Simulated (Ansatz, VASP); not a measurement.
## InPd: VASP beside Ansatz

Contents of INCAR:

```
ALGO     = Normal         # electronic algorithm
EDIFF    = 1E-6           # SCF threshold, eV
ENCUT    = 500            # plane-wave cutoff, eV
GGA      = PS             # functional
GGA_COMPAT= False        
ISIF     = 2              # what is computed and relaxed
ISMEAR   = 0              # smearing method
LASPH    = True           # aspherical terms in the spheres
LCHARG   = False          # write CHGCAR
LREAL    = False          # projectors in reciprocal space
LWAVE    = False          # write WAVECAR
NBANDS   = 18             # bands
NELM     = 120            # most SCF steps
PREC     = Accurate       # precision mode
SIGMA    = 0.05           # smearing width, eV
```

File KPOINTS:

```
k-points
0
Gamma
  10 10 10
```

File POSCAR:

```
InPd
1.0
    3.2487861999      0.0000000000      0.0000000000
    0.0000000000      3.2487861999      0.0000000000
    0.0000000000      0.0000000000      3.2487861999
In Pd
1 1
Direct
    0.0000000000      0.0000000000      0.0000000000
    0.5000000000      0.5000000000      0.5000000000
```

Input for Ansatz:

```yaml
crystal:
  lattice:
    - [3.2487861999, 0.0, 0.0]
    - [0.0, 3.2487861999, 0.0]
    - [0.0, 0.0, 3.2487861999]
  atoms:
    - { symbol: In, position: [0.0, 0.0, 0.0] }
    - { symbol: Pd, position: [0.5, 0.5, 0.5] }
basis:
  ecutwfc: 420
  ecutrho_ratio: 4
kpoints:
  mp_grid: { grid: [10, 10, 10] }
hamiltonian:
  xc: pbesol
scf:
  occupations: { method: gaussian, width: 0.05 }
output:
  forces: true
  stress: true
  eigenvalues: true
```

Alike in both runs: task single point; functional PBEsol; k mesh 10 × 10 × 10; occupations gaussian, width 0.05 eV; no spin polarisation.

```csv
,VASP,Ansatz
version,VASP 6.6.1,Ansatz 0.2.0
potentials or method,"VASP PAW PBE potentials, release 64 (In_d, Pd), cutoff 500 eV","scalar-relativistic, plane waves, PAW"
valence electrons in the cell,23,31
```

Ansatz gave:

```
gap on the k mesh at the Fermi level (eV) : none
pressure (GPa)                            : 0.0
```

Problem. What did VASP give for the same quantities?

Solution. gap on the k mesh at the Fermi level (eV): none; pressure (GPa): 0.2.

VASP's potentials were made for PBE, not for PBEsol. A gap of «none» marks a metal or a gap that the smearing closes. VASP's potentials hold 23 valence electrons a cell and Ansatz's 31, so a difference there can come from the potentials and not from the codes.
